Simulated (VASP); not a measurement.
Write the native input for VASP 6.6.1 that does the following.

```yaml
Task: single point
Functional: PBEsol
Potentials_or_basis: VASP PAW PBE potentials, release 64 (Y_sv, B)
Cutoff: 520 eV
k_mesh: 10 × 10 × 10
Occupations: gaussian, width 0.05 eV
Spin: no spin polarisation
Dipole_correction: no
k_mesh_for_the_DOS: 15 × 15 × 15
Occupations_for_the_DOS: tetrahedron
Further_INCAR_settings: ALGO = Normal; EDIFF = 1e-06
```

YB:

```
Y B
1.0
     0.00000    2.64708    2.64708
     2.64708    0.00000    2.64708
     2.64708    2.64708    0.00000
Y B
1 1
Direct
  0.50000 0.50000 0.50000
  0.00000 0.00000 0.00000
```

The input as run:

POSCAR

```
YB
1.0
    0.0000000000      2.6470820792      2.6470820792
    2.6470820792      0.0000000000      2.6470820792
    2.6470820792      2.6470820792      0.0000000000
Y B
1 1
Direct
    0.5000000000      0.5000000000      0.5000000000
    0.0000000000      0.0000000000      0.0000000000
```

INCAR.step1

```
SYSTEM = YB
ALGO = Normal
EDIFF = 1E-6
ENCUT = 520
GGA = PS
ISIF = 2
ISMEAR = 0
LASPH = .TRUE.
LCHARG = .TRUE.
LMAXMIX = 4
LREAL = .FALSE.
LWAVE = .FALSE.
NBANDS = 14
NELM = 100
PREC = Accurate
SIGMA = 0.05
```

KPOINTS.step1

```
k-points
0
G
  10 10 10
  0 0 0
```

INCAR.step2

```
SYSTEM = YB
ALGO = Normal
EDIFF = 1E-6
ENCUT = 520
GGA = PS
ICHARG = 11
ISIF = 2
ISMEAR = -5
LASPH = .TRUE.
LCHARG = .FALSE.
LMAXMIX = 4
LORBIT = 11
LREAL = .FALSE.
LWAVE = .FALSE.
NEDOS = 1001
NELM = 100
PREC = Accurate
SIGMA = 0.05
```

KPOINTS.step2

```
k-points
0
G
  15 15 15
  0 0 0
```

Potentials or basis: VASP PAW PBE potentials, release 64 (Y_sv, B).

Launch:

```console
$ cat potpaw_PBE.64/Y_sv/POTCAR potpaw_PBE.64/B/POTCAR > POTCAR
$ cp INCAR.step1 INCAR
$ cp KPOINTS.step1 KPOINTS
$ mpirun -np 1 vasp_std > vasp.out
$ cp INCAR.step2 INCAR
$ cp KPOINTS.step2 KPOINTS
$ mpirun -np 1 vasp_std > vasp.out
```

It gave:

```
Valence electrons inside the program's atomic spheres : Y 9.73; B 1.64
```

Run time: 56 s on 1 thread of Intel(R) Xeon(R) Platinum 8375C CPU @ 2.90GHz (Ice Lake) (shared host), peak memory 0.2 GiB.
